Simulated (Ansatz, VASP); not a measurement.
**P in VASP and in Ansatz**

```xyz
1
Lattice="-1.5274 1.5274 1.5274 1.5274 -1.5274 1.5274 1.5274 1.5274 -1.5274" Properties=species:S:1:pos:R:3 pbc="T T T"
P     0.0000    0.0000    0.0000
```

Alike in both runs: functional PBE; k mesh 16 × 16 × 16; occupations fermi-dirac, width 0.03 eV; no spin polarisation.

Ansatz relaxed the structure, and its values are those at the end. VASP's run is a single point on that final structure, the one shown.

```csv
,VASP,Ansatz
version,VASP 6.6.1,Ansatz 0.2.0
potentials or method,"VASP PAW PBE potentials, release 64 (P)","PAW with Ansatz's default frozen-core files, scalar-relativistic"
plane-wave cutoff (eV),520,420
valence electrons in the cell,5,5
```

VASP gave:

- pressure (GPa): -0.2

Question: Estimate Ansatz's values.

Answer: Pressure (GPa): 0.0.
